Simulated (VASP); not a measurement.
# Te2Mo in VASP: single point with r2SCAN

Aim: the single point of Te2Mo with r2SCAN.

Everything below comes from runs of VASP 6.6.1. Logs are shortened: lines on timing, memory, paths and dates and some standing lists are left out, and cuts for length are marked.

## 1. The cell of the first run

The cell holds a slab with vacuum, 3 atoms: a = 3.560 Å, b = 3.560 Å, c = 17.524 Å, α = 90.00°, β = 90.00°, γ = 120.00°.

## 2. Single point, r2SCAN

File POSCAR:

```
Te2Mo
1.0
    3.5602328140      0.0000000000      0.0000000000
   -1.7801164070      3.0832520603      0.0000000000
    0.0000000000      0.0000000000     17.5240578200
Te Mo
2 1
Direct
    0.3333333333      0.6666666667      0.8978554500
    0.3333333333      0.6666666667      0.1021445500
    0.0000000000      0.0000000000      0.0000000000
```

File INCAR.step1:

```
PREC = Accurate
ENCUT = 520
ISMEAR = 0
SIGMA = 0.05
LREAL = F
LASPH = T
NELM = 80
NBANDS = 20
GGA = PE
ALGO = Normal
EDIFF = 1E-4
LWAVE = T
LCHARG = F
```

File INCAR.step2:

```
PREC = Accurate
ENCUT = 520
EDIFF = 1E-7
ISMEAR = 0
SIGMA = 0.05
LREAL = F
LASPH = T
NELM = 80
ALGO = Normal
ISIF = 2
LWAVE = F
LCHARG = F
METAGGA = R2SCAN
LMIXTAU = T
NBANDS = 20
ISTART = 1
```

File KPOINTS:

```
regular mesh
0
Gamma
  12 12 2
```

Potentials or basis: VASP PAW PBE potentials, release 64 (Te, Mo_sv).

The run is started by

```bash
> cat potpaw_PBE.64/Te/POTCAR potpaw_PBE.64/Mo_sv/POTCAR > POTCAR
> cp INCAR.step1 INCAR
> mpirun -np 1 vasp_std > vasp.out
> cp INCAR.step2 INCAR
> mpirun -np 1 vasp_std > vasp.out
```

OUTCAR:

```text
PREC = Accurate
   ENCUT = 520
   EDIFF = 1E-7
   ISMEAR = 0
   LREAL = F
   LASPH = T
   NELM = 80
   ISIF = 2
   METAGGA = R2SCAN
   ISTART = 1

 ion  position               nearest neighbor table
   1  0.333  0.667  0.898-   3 2.73   3 2.73   3 2.73   2 3.58
   2  0.333  0.667  0.102-   3 2.73   3 2.73   3 2.73   1 3.58
   3  0.000  0.000  0.000-   1 2.73   2 2.73   1 2.73   2 2.73   1 2.73   2 2.73

  LATTYP: Found a hexagonal cell.
 ALAT       =     3.5602328140
 C/A-ratio  =     4.9221662558

  Lattice vectors:

 A1 = (   3.5602328140,   0.0000000000,   0.0000000000)
 A2 = (  -1.7801164070,   3.0832520603,   0.0000000000)
 A3 = (   0.0000000000,   0.0000000000,  17.5240578200)

Analysis of symmetry for initial positions (statically):
=====================================================================
 Subroutine PRICEL returns:
 Original cell was already a primitive cell.

 Routine SETGRP: Setting up the symmetry group for a
 hexagonal supercell.

 Subroutine GETGRP returns: Found 12 space group operations
 (whereof 12 operations were pure point group operations)
 out of a pool of 24 trial point group operations.

The static configuration has the point symmetry D_3h.

Analysis of symmetry for dynamics (positions and initial velocities):
=====================================================================
 Subroutine PRICEL returns:
 Original cell was already a primitive cell.

 Routine SETGRP: Setting up the symmetry group for a
 hexagonal supercell.

 Subroutine GETGRP returns: Found 12 space group operations
 (whereof 12 operations were pure point group operations)
 out of a pool of 24 trial point group operations.

The dynamic configuration has the point symmetry D_3h.

 Subroutine INISYM returns: Found 12 space group operations
 (whereof 12 operations are pure point group operations),
 and found     1 'primitive' translations

----------------------------------------------------------------------------------------

                                     Primitive cell

  volume of cell :     192.3633

  direct lattice vectors                    reciprocal lattice vectors
     3.560232814  0.000000000  0.000000000     0.280880508  0.162166437  0.000000000
    -1.780116407  3.083252060  0.000000000     0.000000000  0.324332873  0.000000000
     0.000000000  0.000000000 17.524057820     0.000000000  0.000000000  0.057064409

  length of vectors
     3.560232814  3.560232814 17.524057820     0.324332873  0.324332873  0.057064409

  position of ions in fractional coordinates (direct lattice)
     0.333333333  0.666666667  0.897855450
     0.333333333  0.666666667  0.102144550
     0.000000000  0.000000000  0.000000000

  ion indices of the primitive-cell ions
   primitive index   ion index
                 1           1
                 2           2
                 3           3

----------------------------------------------------------------------------------------

 KPOINTS: regular mesh

Automatic generation of k-mesh.
 Grid dimensions read from file:
 generate k-points for:   12   12    2

 Generating k-lattice:

  Cartesian coordinates                     Fractional coordinates (reciprocal lattice)
     0.023406709  0.013513870  0.000000000     0.083333333  0.000000000  0.000000000
     0.000000000  0.027027739  0.000000000     0.000000000  0.083333333  0.000000000
     0.000000000  0.000000000  0.028532204     0.000000000  0.000000000  0.500000000

  Length of vectors
     0.027027739  0.027027739  0.028532204

  Shift w.r.t. Gamma in fractional coordinates (k-lattice)
     0.000000000  0.000000000  0.000000000

 Subroutine IBZKPT returns following result:
 ===========================================

 Found     38 irreducible k-points:

 Following reciprocal coordinates:
            Coordinates               Weight
  0.000000  0.000000  0.000000      1.000000
  0.083333  0.000000  0.000000      6.000000
  0.166667  0.000000  0.000000      6.000000
  0.250000  0.000000  0.000000      6.000000
  0.333333  0.000000  0.000000      6.000000
  0.416667  0.000000  0.000000      6.000000
[... 16 lines left out ...]
  0.250000  0.000000  0.500000      6.000000
  0.333333  0.000000  0.500000      6.000000
 [... further k-points ...]
   k-points           NKPTS =     38   k-points in BZ     NKDIM =     38   number of bands    NBANDS=     20
   number of dos      NEDOS =    301   number of ions     NIONS =      3
   total plane-waves  NPLWV = 109760
   dimension x,y,z NGX =    28 NGY =   28 NGZ =  140
   dimension x,y,z NGXF=    56 NGYF=   56 NGZF=  280
   ions per type =               2   1
   NGX,Y,Z   is equivalent  to a cutoff of  13.07, 13.07, 13.28 a.u.
   NGXF,Y,Z  is equivalent  to a cutoff of  26.15, 26.15, 26.56 a.u.
 SYSTEM =  unknown system
   PREC   = accura    normal or accurate (medium, high low for compatibility)
   ISTART =      1    job   : 0-new  1-cont  2-samecut
   ICHARG =      0    charge: 1-file 2-atom 10-const
   ISPIN  =      1    spin polarized calculation?
   LNONCOLLINEAR =      F non collinear calculations
   LSORBIT =      F    spin-orbit coupling
   LASPH  =      T    aspherical Exc in radial PAW
   ENCUT  =  520.0 eV  38.22 Ry    6.18 a.u.   6.62  6.62 32.58*2*pi/ulx,y,z
   NELM   =     80;   NELMIN=  2; NELMDL=  0     # of ELM steps
   EDIFF  = 0.1E-06   stopping-criterion for ELM
   LREAL  =      F    real-space projection
   EDIFFG = 0.1E-05   stopping-criterion for IOM
   NSW    =      0    number of steps for IOM
   IBRION =     -1    ionic relax: 0-MD 1-quasi-New 2-CG
   NFREE  =      0    steps in history (QN), initial steepest desc. (CG)
   ISIF   =      2    stress and relaxation
   ISYM   =      2    0-nonsym 1-usesym 2-fastsym
   POTIM  = 0.5000    time-step for ionic-motion
   TEBEG  =    0.0;   TEEND  =   0.0 temperature during run
   PSTRESS=    0.0 pullay stress
   NELECT =      26.0000    total number of electrons
   NUPDOWN=      -1.0000    fix difference up-down
   EMIN   =  10.00;   EMAX   =-10.00  energy-range for DOS
   EFERMI =   0.00;   METHOD = LEGACY
   ISMEAR =     0;   SIGMA  =   0.05  broadening in eV -4-tet -1-fermi 0-gaus
   EFERMI_NEDOS =   21; number of points for ismear=-14 and -15
   IALGO  =     38    algorithm
   IMIX   =      4    mixing-type and parameters
     AMIX     =   0.40;   BMIX     =  1.00
     AMIX_MAG =   1.60;   BMIX_MAG =  1.00
  volume/ion in A,a.u.               =      64.12       432.71
  Fermi-wavevector in a.u.,A,eV,Ry     =   0.840153  1.587660  9.603777  0.705858
  Thomas-Fermi vector in A             =   1.954489
   LORBIT       =      0    0 simple, 1 ext, 2 COOP (PROOUT), +10 PAW based schemes
   METAGGA = R2SCAN    functional components
   LHFCALC =     F    Hartree Fock is set to
   AEXX    =    0.0000 exact exchange contribution
   IVDW    =     0    specifies the selected vdW correction
   LEPSILON=     F    determine dielectric tensor
   LRPA    =     F    only Hartree local field effects (RPA)
 non-spin polarized calculation
 Gauss-broadening in eV      SIGMA  =   0.05
  energy-cutoff  :      520.00
  volume of cell :      192.36
 maximum number of plane-waves:      5262
 NGX is ok and might be reduce to    28
   NGX = 13   NGY = 13   NGZ = 65

 number of electron      26.0000000 magnetization

 Free energy of the ion-electron system (eV)
  ---------------------------------------------------
  ext. energy  EPLUGINS =         0.00000000
  ---------------------------------------------------
  free energy    TOTEN  =       -77.77110208 eV

  energy without entropy =      -77.77110208  energy(sigma->0) =      -77.77110208

 E-fermi :   0.3181     XC(G=0):  -4.7923

 val. band max:       -0.0168586873   @ k =   0.3333   0.3333   0.5000
 cond. band min:       1.1089251572   @ k =   0.3333   0.3333   0.0000
 fundamental gap:      1.1257838446
 Fermi energy:         0.3180567518

 k-point     1 :       0.0000    0.0000    0.0000
  band No.  band energies     occupation
      1     -62.6553      2.00000
      2     -36.0753      2.00000
      3     -35.9852      2.00000
      4     -35.9852      2.00000
      5     -13.1238      2.00000
      6     -12.0644      2.00000
[... 12 lines left out ...]
     19       5.2478      0.00000
     20       5.9435      0.00000

 k-point     2 :       0.0833    0.0000    0.0000
  band No.  band energies     occupation
      1     -62.6546      2.00000
      2     -36.0734      2.00000
      3     -35.9937      2.00000
      4     -35.9872      2.00000
      5     -13.0252      2.00000
      6     -11.9973      2.00000
[... 12 lines left out ...]
     19       5.3625      0.00000
     20       6.1098      0.00000

 k-point     3 :       0.1667    0.0000    0.0000
  band No.  band energies     occupation
      1     -62.6529      2.00000
      2     -36.0681      2.00000
      3     -36.0169      2.00000
      4     -35.9926      2.00000
      5     -12.7389      2.00000
      6     -11.8032      2.00000
[... 12 lines left out ...]
     19       5.6953      0.00000
     20       6.4141      0.00000

 k-point     4 :       0.2500    0.0000    0.0000
  band No.  band energies     occupation
      1     -62.6505      2.00000
      2     -36.0610      2.00000
      3     -36.0483      2.00000
      4     -35.9999      2.00000
      5     -12.2976      2.00000
      6     -11.5064      2.00000
[... 12 lines left out ...]
     19       6.2065      0.00000
     20       6.7896      0.00000

 k-point     5 :       0.3333    0.0000    0.0000
  band No.  band energies     occupation
      1     -62.6482      2.00000
      2     -36.0795      2.00000
      3     -36.0538      2.00000
      4     -36.0072      2.00000
      5     -11.7708      2.00000
      6     -11.1593      2.00000
[... 12 lines left out ...]
     19       6.3113      0.00000
     20       6.6160      0.00000

 k-point     6 :       0.4167    0.0000    0.0000
  band No.  band energies     occupation
      1     -62.6464      2.00000
      2     -36.1022      2.00000
      3     -36.0485      2.00000
      4     -36.0126      2.00000
      5     -11.2962      2.00000
      6     -10.8586      2.00000
[... 12 lines left out ...]
     19       6.4340      0.00000
     20       6.8392      0.00000

 k-point     7 :       0.5000    0.0000    0.0000
  band No.  band energies     occupation
      1     -62.6458      2.00000
      2     -36.1105      2.00000
      3     -36.0466      2.00000
      4     -36.0145      2.00000
      5     -11.0926      2.00000
      6     -10.7347      2.00000
[... 12 lines left out ...]
     19       6.3937      0.00000
     20       7.1354      0.00000
[... 277 lines left out ...]
 k-point    20 :       0.0000    0.0000    0.5000
  band No.  band energies     occupation
      1     -62.6553      2.00000
      2     -36.0753      2.00000
      3     -35.9853      2.00000
      4     -35.9852      2.00000
      5     -13.1239      2.00000
      6     -12.0644      2.00000
[... 12 lines left out ...]
     19       4.9046      0.00000
     20       6.4057      0.00000

 k-point    21 :       0.0833    0.0000    0.5000
  band No.  band energies     occupation
      1     -62.6546      2.00000
      2     -36.0734      2.00000
      3     -35.9937      2.00000
      4     -35.9872      2.00000
      5     -13.0252      2.00000
      6     -11.9973      2.00000
[... 12 lines left out ...]
     19       5.0574      0.00000
     20       6.5156      0.00000

 k-point    22 :       0.1667    0.0000    0.5000
  band No.  band energies     occupation
      1     -62.6529      2.00000
      2     -36.0681      2.00000
      3     -36.0169      2.00000
      4     -35.9926      2.00000
      5     -12.7389      2.00000
      6     -11.8032      2.00000
[... 12 lines left out ...]
     19       5.3694      0.00000
     20       6.8324      0.00000

 k-point    23 :       0.2500    0.0000    0.5000
  band No.  band energies     occupation
      1     -62.6505      2.00000
      2     -36.0610      2.00000
      3     -36.0483      2.00000
      4     -35.9999      2.00000
      5     -12.2976      2.00000
      6     -11.5064      2.00000
[... 12 lines left out ...]
     19       5.8874      0.00000
     20       7.2394      0.00000

 k-point    24 :       0.3333    0.0000    0.5000
  band No.  band energies     occupation
      1     -62.6482      2.00000
      2     -36.0795      2.00000
      3     -36.0538      2.00000
      4     -36.0072      2.00000
      5     -11.7708      2.00000
      6     -11.1593      2.00000
[... 12 lines left out ...]
     19       6.3874      0.00000
     20       6.4944      0.00000

 [... further k-points ...]
[... 5 lines left out ...]
  --------------------------------------------------------------------------------------
  -------------------------------------------------------------------------------------
  Total        0.0562604      0.0562604      0.0563775      0.0000000      0.0000000      0.0000000
  in kB        0.4685880      0.4685880      0.4695636      0.0000000      0.0000000      0.0000000
  external PRESSURE =       0.4689132 kB  Pullay stress =       0.0000000 kB

 VOLUME and BASIS-vectors are now :
 -----------------------------------------------------------------------------
  energy-cutoff  :      520.00
  volume of cell :      192.36
      direct lattice vectors                 reciprocal lattice vectors
     3.560232814  0.000000000  0.000000000     0.280880508  0.162166437  0.000000000
    -1.780116407  3.083252060  0.000000000     0.000000000  0.324332873  0.000000000
     0.000000000  0.000000000 17.524057820     0.000000000  0.000000000  0.057064409

 POSITION                                       TOTAL-FORCE (eV/Angst)
 -----------------------------------------------------------------------------------
     -0.00000      2.05550     15.73407        -0.000000      0.000000     -0.019091
     -0.00000      2.05550      1.78999         0.000000      0.000000      0.019091
      0.00000      0.00000      0.00000         0.000000      0.000000      0.000000
 -----------------------------------------------------------------------------------
    total drift:                               -0.000000      0.000000     -0.000000

  FREE ENERGIE OF THE ION-ELECTRON SYSTEM (eV)
  ---------------------------------------------------
  free  energy   TOTEN  =       -77.7711020781 eV

  energy  without entropy=      -77.7711020781  energy(sigma->0) =      -77.77110208
```

It took 11 min on 1 thread of AMD EPYC 9R45 (Zen 5), shared host; peak memory 0.43 GiB.

What came out:

```yaml
Free_energy: -77.7711 eV
Largest_force: 0.019 eV/Å
Band_gap_on_the_k_mesh: 1.13 eV, direct
```

Forces in eV/Å, atoms in the order of the input:
```
Te   0.000  0.000 -0.019
Te   0.000  0.000  0.019
Mo   0.000  0.000  0.000
```

Caveat: the PAW data sets were made with another functional, which shifts forces and pressure a little; spin-orbit coupling is left out, which moves the levels of the heavy elements.
